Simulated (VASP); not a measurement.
Wanted: the native input for a VASP 6.6.1 run.

```
Task                   : single point
Functional             : PBE
Potentials or basis    : VASP PAW PBE potentials, release 64 (Li_sv, Y_sv)
Cutoff                 : 520 eV
k mesh                 : 3 × 3 × 3
Occupations            : fermi-dirac, width 0.05 eV
Spin                   : no spin polarisation
Dipole correction      : no
Further INCAR settings : ALGO = Normal; EDIFF = 1e-06; NBANDS = 26
```

The structure of LiY3 lies in POSCAR:

```
LiY3
1.0
    4.9197100000      0.0000000000      0.0000000000
    0.0000000000      4.9197100000      0.0000000000
    0.0000000000      0.0000000000      4.9197100000
Li Y
1 3
Direct
    0.0441200000      0.9808300000      0.9994900000
    0.4840952803      0.5238000000      0.9626300000
    0.4699700000      0.9966800000      0.5034800000
    0.9885600000      0.5416300000      0.4928600000
```

These files were run (other wordings do the same):

INCAR

```
PREC = Accurate
ENCUT = 520
EDIFF = 1E-6
ISMEAR = -1
SIGMA = 0.05
LREAL = F
LASPH = T
NELM = 100
ALGO = Normal
ISIF = 2
LWAVE = F
LCHARG = F
GGA = PE
NBANDS = 26
```

KPOINTS

```
Automatic mesh
0
Gamma
  3 3 3
```

Potentials or basis: VASP PAW PBE potentials, release 64 (Li_sv, Y_sv).

Command:

```sh
$ cat potpaw_PBE.64/Li_sv/POTCAR potpaw_PBE.64/Y_sv/POTCAR > POTCAR
$ mpirun -np 1 vasp_std > vasp.out
```

Results of the run:

* Largest force: 1.103 eV/Å
* Band gap on the k mesh: zero (bands 18 and 19 overlap by 0.27 eV)

Caveat: the k points lie up to 0.43 Å⁻¹ apart; forces of over 1 eV/Å act on the atoms, so gaps and moduli don't describe the material at rest.

Run time: 98 s on 1 thread of Intel Xeon 8259CL, on a shared host, peak memory 0.26 GiB.
